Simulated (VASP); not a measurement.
Input of a VASP 6.6.1 run:

The input INCAR:

```
  PREC = Accurate
  ENCUT = 520
  EDIFF = 1E-6
  ISMEAR = 0
  SIGMA = 0.01
  LREAL = F
  LASPH = T
  NELM = 80
  ALGO = Normal
  ISIF = 2
  LWAVE = F
  LCHARG = F
  GGA = PS
  NBANDS = 26
```

Contents of KPOINTS:

```
regular mesh
0
Gamma
  6 6 4
```

POSCAR

```
ZnS
1.0
    3.7437623229      0.0000000000      0.0000000000
   -1.8718811615      3.2421932774      0.0000000000
    0.0000000000      0.0000000000      6.2462147787
Zn S
2 2
Direct
    0.3333333333      0.6666666667      0.0054423634
    0.6666666667      0.3333333333      0.5054423634
    0.3333333333      0.6666666667      0.3795576366
    0.6666666667      0.3333333333      0.8795576366
```

Potentials or basis: VASP PAW PBE potentials, release 64 (Zn, S).

The run is started by

```sh
$ cat potpaw_PBE.64/Zn/POTCAR potpaw_PBE.64/S/POTCAR > POTCAR
$ mpirun -np 1 vasp_std > vasp.out
```

Task: Predict the pressure.

Result: 1.4 GPa.

Task: Estimate the band gap on the k mesh.

Result: 2.18 eV, direct.

Task: Predict the largest force.

Result: 0.121 eV/Å.

Forces in eV/Å, atoms in the order of the input:
```
Zn   0.000  0.000  0.121
Zn   0.000  0.000  0.121
S    0.000  0.000 -0.121
S    0.000  0.000 -0.121
```

Caveat: the cell differs from its parent crystal (in-plane strain -0.01); the PAW data sets were made with another functional, which shifts forces and pressure a little.
